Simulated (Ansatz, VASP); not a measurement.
# One calculation of Cl, two programs

Contents of INCAR:

```
PREC     = Accurate       # precision mode
ENCUT    = 520            # plane-wave cutoff, eV
EDIFF    = 1E-7           # SCF threshold, eV
ISMEAR   = -1             # smearing method
SIGMA    = 0.1            # smearing width, eV
LREAL    = False          # projectors in reciprocal space
LASPH    = True           # aspherical terms in the spheres
NELM     = 100            # most SCF steps
ALGO     = Normal         # electronic algorithm
ISIF     = 2              # what is computed and relaxed
LWAVE    = False          # write WAVECAR
LCHARG   = True           # write CHGCAR
LELF     = True           # ELF
LVHAR    = True         
NBANDS   = 10             # bands
```

Contents of KPOINTS:

```
regular mesh
0
Gamma
  14 14 13
```

Contents of POSCAR:

```
Cl
1.0
    3.4135970153      0.0000000000      0.0000000000
   -1.7067985076      2.9562617335      0.0000000000
    0.0000000000      0.0000000000      2.2848133754
Cl
1
Direct
    0.0000000000      0.0000000000      0.0000000000
```

Input for Ansatz:

```yaml
crystal:
  lattice:
    - [3.4135970153, 0.0, 0.0]
    - [-1.7067985076, 2.9562617335, 0.0]
    - [0.0, 0.0, 2.2848133754]
  atoms:
    - { symbol: Cl, position: [0.0, 0.0, 0.0] }
kpoints:
  mp_grid: { grid: [14, 14, 13] }
scf:
  occupations: { method: fermi_dirac, width: 0.1 }
hamiltonian:
  xc: lda
  pseudopotentials: { kind: all_electron, lapw: { basis_error: 0.001 } }
output:
  forces: true
  stress: true
  eigenvalues: true
  populations: true
```

Alike in both runs: task single point; functional LDA; k mesh 14 × 14 × 13; occupations fermi-dirac, width 0.1 eV; no spin polarisation.

```csv
,VASP,Ansatz
version,VASP 6.6.1,Ansatz 0.2.0
potentials or method,"VASP PAW LDA potentials, release 64 (Cl), cutoff 520 eV","all-electron LAPW, scalar-relativistic"
```

|  | VASP | Ansatz | Ansatz less VASP |
| --- | --- | --- | --- |
| gap on the k mesh at the Fermi level (eV) | none | none | - |
| pressure (GPa) | -1.4 | -1.3 | +0.12 |
| traceless stress, the component that is largest in VASP (GPa) | -1.48 | -1.41 | +0.063 |

LDA's correlation is that of Perdew and Zunger in VASP and of Perdew and Wang (1992) in Ansatz. A gap of «none» marks a metal or a gap that the smearing closes. Ansatz ran all-electron here, and VASP with PAW potentials.
